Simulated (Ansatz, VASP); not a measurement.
**P in VASP and in Ansatz**

```
P
1.0
     6.64505    0.00000    0.00000
     0.00000    8.33372    0.00000
     0.00000    0.00000   24.48166
P
16
Direct
  0.25000 0.46405 0.32678
  0.25000 0.96405 0.32678
  0.75000 0.46405 0.32678
  0.75000 0.96405 0.32678
  0.50000 0.28595 0.32678
  0.50000 0.78595 0.32678
  0.00000 0.28595 0.32678
  0.00000 0.78595 0.32678
  0.75006 0.03676 0.41467
  0.74992 0.53570 0.41434
  0.25000 0.03666 0.41466
  0.25011 0.53554 0.41466
  0.49989 0.21403 0.41468
  0.49997 0.71300 0.41467
  0.00020 0.21407 0.41463
  0.00005 0.71295 0.41465
```

Alike in both runs: task single point; functional PBE; dispersion D3(BJ); k mesh 3 × 3 × 1; occupations gaussian, width 0.1 eV; no spin polarisation.

```csv
,VASP,Ansatz
version,VASP 6.6.1,Ansatz 0.2.0
potentials or method,"VASP PAW PBE potentials, release 64 (P), cutoff 520 eV","scalar-relativistic, plane waves, PAW"
valence electrons in the cell,80,80
```

|  | VASP | Ansatz | Ansatz less VASP |
| --- | --- | --- | --- |
| gap on the k mesh at the Fermi level (eV) | 0.33 | 0.31 | -0.017 |
| least direct gap on the mesh (eV) | 0.41 | 0.40 | -0.016 |
| rms of the force components (eV/Å) | 0.064 | 0.042 | -0.0219 |

Atom by atom the forces differ by 0.033 eV/Å (rms over components).
